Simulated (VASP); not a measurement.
# HfS2 (P-3m1) in VASP: notebook, part 2 of 2

VASP 6.6.1.

### Step 4. Single point, r2SCAN, non-collinear spin, zero start, spin-orbit coupling

This run uses another cell than the first one, of 22.36 Å³/atom.

Contents of POSCAR:

```
HfS2
1.0
    3.6302959585      0.0000000000      0.0000000000
   -1.8151479792      3.1439285233      0.0000000000
    0.0000000000      0.0000000000      5.8783581506
Hf S
1 2
Direct
    0.0000000000      0.0000000000      0.0000000000
    0.3333333333      0.6666666667      0.2446279715
    0.6666666667      0.3333333333      0.7553720285
```

Contents of INCAR.step1:

```
  ALGO = Normal
  EDIFF = 1E-5
  ENCUT = 550
  GGA = PE
  GGA_COMPAT = F
  ISMEAR = -1
  LASPH = T
  LCHARG = F
  LMAXMIX = 4
  LREAL = F
  LSORBIT = T
  LWAVE = T
  MAGMOM = 0 0 0 0 0 0 0 0 0
  NBANDS = 35
  NELM = 200
  PREC = Accurate
  SIGMA = 0.02
```

Contents of INCAR.step2:

```
  ALGO = Normal
  EDIFF = 1E-6
  ENCUT = 550
  GGA_COMPAT = F
  ISIF = 2
  ISMEAR = -1
  ISTART = 1
  LASPH = T
  LCHARG = F
  LMAXMIX = 4
  LMIXTAU = T
  LORBIT = 11
  LORBMOM = T
  LREAL = F
  LSORBIT = T
  LWAVE = F
  MAGMOM = 0 0 0 0 0 0 0 0 0
  METAGGA = R2SCAN
  NBANDS = 35
  NELM = 200
  PREC = Accurate
  SIGMA = 0.02
```

Contents of KPOINTS:

```
k-points
0
Gamma
  12 12 4
```

Potentials or basis: VASP PAW PBE potentials, release 64 (Hf_pv, S).

On the command line:

```bash
$ cat potpaw_PBE.64/Hf_pv/POTCAR potpaw_PBE.64/S/POTCAR > POTCAR
$ cp INCAR.step1 INCAR
$ mpirun -np 1 vasp_ncl > vasp.out
$ cp INCAR.step2 INCAR
$ mpirun -np 1 vasp_ncl > vasp.out
```

OUTCAR:

```text
EDIFF = 1E-6
   ENCUT = 550
   ISIF = 2
   ISMEAR = -1
   ISTART = 1
   LASPH = T
   LORBIT = 11
   LREAL = F
   LSORBIT = T
   METAGGA = R2SCAN
   NELM = 200
   PREC = Accurate

 ion  position               nearest neighbor table
   1  0.000  0.000  0.000-   2 2.54   3 2.54   2 2.54   3 2.54   3 2.54   2 2.54
   2  0.333  0.667  0.245-   1 2.54   1 2.54   1 2.54
   3  0.667  0.333  0.755-   1 2.54   1 2.54   1 2.54

  LATTYP: Found a hexagonal cell.
 ALAT       =     3.6302959585
 C/A-ratio  =     1.6192503911

  Lattice vectors:

 A1 = (   3.6302959585,   0.0000000000,   0.0000000000)
 A2 = (  -1.8151479792,   3.1439285233,   0.0000000000)
 A3 = (   0.0000000000,   0.0000000000,   5.8783581506)

Analysis of symmetry for initial positions (statically):
=====================================================================
 Subroutine PRICEL returns:
 Original cell was already a primitive cell.

 Routine SETGRP: Setting up the symmetry group for a
 hexagonal supercell.

 Subroutine GETGRP returns: Found 12 space group operations
 (whereof 12 operations were pure point group operations)
 out of a pool of 24 trial point group operations.

The static configuration has the point symmetry D_3d.

Analysis of symmetry for dynamics (positions and initial velocities):
=====================================================================
 Subroutine PRICEL returns:
 Original cell was already a primitive cell.

 Routine SETGRP: Setting up the symmetry group for a
 hexagonal supercell.

 Subroutine GETGRP returns: Found 12 space group operations
 (whereof 12 operations were pure point group operations)
 out of a pool of 24 trial point group operations.

The dynamic configuration has the point symmetry D_3d.

Analysis of structural, dynamic, and magnetic symmetry:
=====================================================================
 Subroutine PRICEL returns:
 Original cell was already a primitive cell.

 Routine SETGRP: Setting up the symmetry group for a
 hexagonal supercell.

 Subroutine GETGRP returns: Found 12 space group operations
 (whereof 12 operations were pure point group operations)
 out of a pool of 24 trial point group operations.

The overall configuration has the point symmetry D_3d.

 Subroutine INISYM returns: Found 12 space group operations
 (whereof 12 operations are pure point group operations),
 and found     1 'primitive' translations

----------------------------------------------------------------------------------------

                                     Primitive cell

  volume of cell :      67.0920

  direct lattice vectors                    reciprocal lattice vectors
     3.630295959  0.000000000  0.000000000     0.275459635  0.159036694  0.000000000
    -1.815147979  3.143928523  0.000000000     0.000000000  0.318073389  0.000000000
     0.000000000  0.000000000  5.878358151     0.000000000  0.000000000  0.170115528

  length of vectors
     3.630295959  3.630295958  5.878358151     0.318073389  0.318073389  0.170115528

  position of ions in fractional coordinates (direct lattice)
     0.000000000  0.000000000  0.000000000
[... 1028 lines left out ...]

  FORCE on cell =-STRESS in cart. coord.  units (eV):
  Direction    XX          YY          ZZ          XY          YZ          ZX
  --------------------------------------------------------------------------------------
  -------------------------------------------------------------------------------------
  Total        0.0751479      0.0751479      0.1483493      0.0000000      0.0000000      0.0000000
  in kB        1.7945549      1.7945549      3.5426255      0.0000000      0.0000000      0.0000000
  external PRESSURE =       2.3772451 kB  Pullay stress =       0.0000000 kB

 VOLUME and BASIS-vectors are now :
 -----------------------------------------------------------------------------
  energy-cutoff  :      550.00
  volume of cell :       67.09
      direct lattice vectors                 reciprocal lattice vectors
     3.630295959  0.000000000  0.000000000     0.275459635  0.159036694  0.000000000
    -1.815147979  3.143928523  0.000000000     0.000000000  0.318073389  0.000000000
     0.000000000  0.000000000  5.878358151     0.000000000  0.000000000  0.170115528

 POSITION                                       TOTAL-FORCE (eV/Angst)
 -----------------------------------------------------------------------------------
      0.00000      0.00000      0.00000        -0.000000      0.000000      0.000000
     -0.00000      2.09595      1.43801        -0.000000     -0.000000     -0.120048
      1.81515      1.04798      4.44035         0.000000      0.000000      0.120048
 -----------------------------------------------------------------------------------
    total drift:                                0.000000     -0.000000     -0.000000

  FREE ENERGIE OF THE ION-ELECTRON SYSTEM (eV)
  ---------------------------------------------------
  free  energy   TOTEN  =       -67.2564810753 eV

  energy  without entropy=      -67.2564810753  energy(sigma->0) =      -67.25648108

 orbital moment (x)

 # of ion     p       d       tot
 ----------------------------------------
  1         0.000   0.000   0.000
  2        -0.000   0.000  -0.000
  3        -0.000   0.000  -0.000
 ----------------------------------------
           -0.000   0.000  -0.000

 orbital moment (y)

 # of ion     p       d       tot
 ----------------------------------------
  1        -0.000  -0.000  -0.000
  2        -0.000   0.000  -0.000
  3        -0.000   0.000  -0.000
 ----------------------------------------
           -0.000  -0.000  -0.000

 orbital moment (z)

 # of ion     p       d       tot
 ----------------------------------------
  1         0.000   0.000   0.000
  2         0.000   0.000   0.000
  3         0.000   0.000   0.000
 ----------------------------------------
            0.000   0.000   0.000

 Spin-Orbit-Coupling matrix elements

 Ion:    1  E_soc:     -1.2391134
 l=   1
     0.0000000    -0.2006333    -0.2009753
    -0.2006333     0.0000000    -0.2006333
    -0.2009753    -0.2006333     0.0000000
 l=   2
     0.0000000    -0.0012738     0.0000000    -0.0012738    -0.0043380
    -0.0012738     0.0000000    -0.0031899    -0.0015016    -0.0012738
     0.0000000    -0.0031899     0.0000000    -0.0031899     0.0000000
    -0.0012738    -0.0015016    -0.0031899     0.0000000    -0.0012738
    -0.0043380    -0.0012738     0.0000000    -0.0012738     0.0000000
 l=   3
     0.0000000     0.0000000     0.0000000     0.0000000     0.0000000     0.0000000     0.0000000
     0.0000000     0.0000000     0.0000000     0.0000000     0.0000000     0.0000000     0.0000000
     0.0000000     0.0000000     0.0000000     0.0000000     0.0000000     0.0000000     0.0000000
     0.0000000     0.0000000     0.0000000     0.0000000     0.0000000     0.0000000     0.0000000
[... 29 lines left out ...]
 l=   2
     0.0000000     0.0000000     0.0000000     0.0000000     0.0000000
     0.0000000     0.0000000     0.0000000     0.0000000     0.0000000
     0.0000000     0.0000000     0.0000000     0.0000000     0.0000000
     0.0000000     0.0000000     0.0000000     0.0000000     0.0000000
     0.0000000     0.0000000     0.0000000     0.0000000     0.0000000
 l=   3
     0.0000000     0.0000000     0.0000000     0.0000000     0.0000000     0.0000000     0.0000000
     0.0000000     0.0000000     0.0000000     0.0000000     0.0000000     0.0000000     0.0000000
     0.0000000     0.0000000     0.0000000     0.0000000     0.0000000     0.0000000     0.0000000
     0.0000000     0.0000000     0.0000000     0.0000000     0.0000000     0.0000000     0.0000000
     0.0000000     0.0000000     0.0000000     0.0000000     0.0000000     0.0000000     0.0000000
     0.0000000     0.0000000     0.0000000     0.0000000     0.0000000     0.0000000     0.0000000
     0.0000000     0.0000000     0.0000000     0.0000000     0.0000000     0.0000000     0.0000000

 total charge

# of ion       s       p       d       tot
------------------------------------------
    1        0.315   6.586   1.408   8.309
    2        1.331   2.460   0.000   3.791
    3        1.331   2.460   0.000   3.791
--------------------------------------------------
tot          2.978  11.506   1.408  15.892

 magnetization (x)

# of ion       s       p       d       tot
------------------------------------------
    1        0.000   0.000   0.000   0.000
    2        0.000   0.000   0.000   0.000
    3        0.000   0.000   0.000   0.000
--------------------------------------------------
tot          0.000   0.000   0.000   0.000

 magnetization (y)

# of ion       s       p       d       tot
------------------------------------------
    1        0.000   0.000   0.000   0.000
    2       -0.000   0.000   0.000   0.000
    3        0.000   0.000   0.000   0.000
--------------------------------------------------
tot         -0.000   0.000   0.000   0.000

 magnetization (z)

# of ion       s       p       d       tot
------------------------------------------
    1       -0.000   0.000   0.000  -0.000
    2        0.000   0.000   0.000   0.000
    3        0.000   0.000   0.000   0.000
--------------------------------------------------
tot         -0.000   0.000   0.000  -0.000
```

It took 21 min on 1 thread of Intel Xeon Platinum 8559C (Emerald Rapids), shared host; peak memory 0.56 GiB.

What came out:

| Item | Value |
| --- | --- |
| Free energy | -67.2565 eV |
| Pressure | 0.2 GPa |
| Largest force | 0.120 eV/Å |
| Net moment | 0.00 μB per cell |
| Valence electrons inside the program's atomic spheres | Hf 8.31; S 3.79 |

Forces in eV/Å, atoms in the order of the input:
```
Hf   0.000  0.000  0.000
S    0.000  0.000 -0.120
S    0.000  0.000  0.120
```

Moments on the atoms (μB; x, y, z):
```
Hf  0.00 0.00 0.00
S   0.00 0.00 0.00
S   0.00 0.00 0.00
```

Caveat: the PAW data sets were made with another functional, which shifts forces and pressure a little.

### Step 5. Single point, r2SCAN, non-collinear spin, zero start, spin-orbit coupling (epitaxial xy strain +4.0%)

Contents of POSCAR:

```
HfS2
1.0
    3.7755077968      0.0000000000      0.0000000000
   -1.8877538984      3.2696856642      0.0000000000
    0.0000000000      0.0000000000      5.7607909876
Hf S
1 2
Direct
    0.0000000000      0.0000000000      0.0000000000
    0.3333333333      0.6666666667      0.2379776162
    0.6666666667      0.3333333333      0.7620223838
```

Contents of INCAR.step1:

```
PREC = Accurate
ENCUT = 550
ISMEAR = -1
SIGMA = 0.02
LREAL = F
LASPH = T
NELM = 200
MAGMOM = 0 0 0 0 0 0 0 0 0
LSORBIT = T
GGA_COMPAT = F
LMAXMIX = 4
NBANDS = 35
GGA = PE
ALGO = Normal
EDIFF = 1E-5
LWAVE = T
LCHARG = F
```

Contents of INCAR.step2:

```
PREC = Accurate
ENCUT = 550
EDIFF = 1E-6
ISMEAR = -1
SIGMA = 0.02
LREAL = F
LASPH = T
NELM = 200
ALGO = Normal
ISIF = 2
LWAVE = F
LCHARG = F
MAGMOM = 0 0 0 0 0 0 0 0 0
LORBIT = 11
LSORBIT = T
GGA_COMPAT = F
LORBMOM = T
LMAXMIX = 4
METAGGA = R2SCAN
LMIXTAU = T
NBANDS = 35
ISTART = 1
```

Contents of KPOINTS:

```
regular mesh
0
Gamma
  12 12 4
```

On the command line:

```bash
$ cat potpaw_PBE.64/Hf_pv/POTCAR potpaw_PBE.64/S/POTCAR > POTCAR
$ cp INCAR.step1 INCAR
$ mpirun -np 1 vasp_ncl > vasp.out
$ cp INCAR.step2 INCAR
$ mpirun -np 1 vasp_ncl > vasp.out
```

Run time: 42 min. Hardware: 1 thread of Oxide Virtual Turin-like, shared host; peak memory 0.57 GiB.

Results (log left out):

| Quantity | Value |
| --- | --- |
| Free energy | -67.1586 eV |
| Pressure | -3.9 GPa |
| Largest force | 0.111 eV/Å |
| Net moment | 0.00 μB per cell |
| Valence electrons inside the program's atomic spheres | Hf 8.18; S 3.78 |

Forces in eV/Å, atoms in the order of the input:
```
Hf   0.000  0.000  0.000
S    0.000  0.000 -0.111
S    0.000  0.000  0.111
```

Stress tensor (GPa, compression positive):
```
-6.04  0.00  0.00
 0.00 -6.04  0.00
 0.00  0.00  0.40
```

Moments on the atoms (μB; x, y, z):
```
Hf  0.00 0.00 0.00
S   0.00 0.00 0.00
S   0.00 0.00 0.00
```

Caveat: the cell differs from its parent crystal (epitaxial xy strain +4.0%); the stress differs along the axes, from -6 to 0 GPa; the PAW data sets were made with another functional, which shifts forces and pressure a little.

### Step 6. The runs side by side

| level | spin | cell | k mesh | cutoff (eV) | smearing | grid for exact exchange (PRECFOCK) | share of exact exchange | screening parameter | gap on the mesh (eV) | pressure (GPa) | moment (μB) | largest force (eV/Å) |
| --- | --- | --- | --- | --- | --- | --- | --- | --- | --- | --- | --- | --- |
| HSE06 | off | a = 3.594, b = 3.594, c = 5.908 Å, angles 90.0, 90.0, 120.0°, 3 atoms, atomic positions A | 6 × 6 × 4 | 400 | gaussian 0.01 eV | Normal | 0.25 | 0.2079 1/Å | 1.80 | 1.2 | - | 0.20 |
| HSE06 | off | a = 3.739, b = 3.739, c = 5.790 Å, angles 90.0, 90.0, 120.0°, 3 atoms, atomic positions B | 6 × 6 × 4 | 400 | gaussian 0.01 eV | Normal | 0.25 | 0.2079 1/Å | 1.98 | -3.2 | - | 0.19 |
| r2SCAN | non-collinear, zero start, SOC | a = 3.630, b = 3.630, c = 5.878 Å, angles 90.0, 90.0, 120.0°, 3 atoms, atomic positions C | 12 × 12 × 4 | 550 | fermi-dirac 0.02 eV | - | - | - | - | 0.2 | 0.00 | 0.12 |
| r2SCAN | non-collinear, zero start, SOC | a = 3.776, b = 3.776, c = 5.761 Å, angles 90.0, 90.0, 120.0°, 3 atoms, atomic positions D | 12 × 12 × 4 | 550 | fermi-dirac 0.02 eV | - | - | - | - | -3.9 | 0.00 | 0.11 |

Alike in all rows: task single point; potentials or basis VASP PAW PBE potentials, release 64 (Hf_pv, S).

Caveats: the PAW data sets were made with another functional, which shifts forces and pressure a little; spin-orbit coupling is left out, which moves the levels of the heavy elements (at least some runs); this functional lacks dispersion, which binds layers or chains, so the pressure and a relaxed spacing across them are unreliable (at least some runs); the stress differs along the axes, from -5 to 0 GPa (at least some runs); the stress differs along the axes, from -6 to 0 GPa (at least some runs).

Total energies depend on the potentials used, so only differences within one code and one set of settings carry meaning.
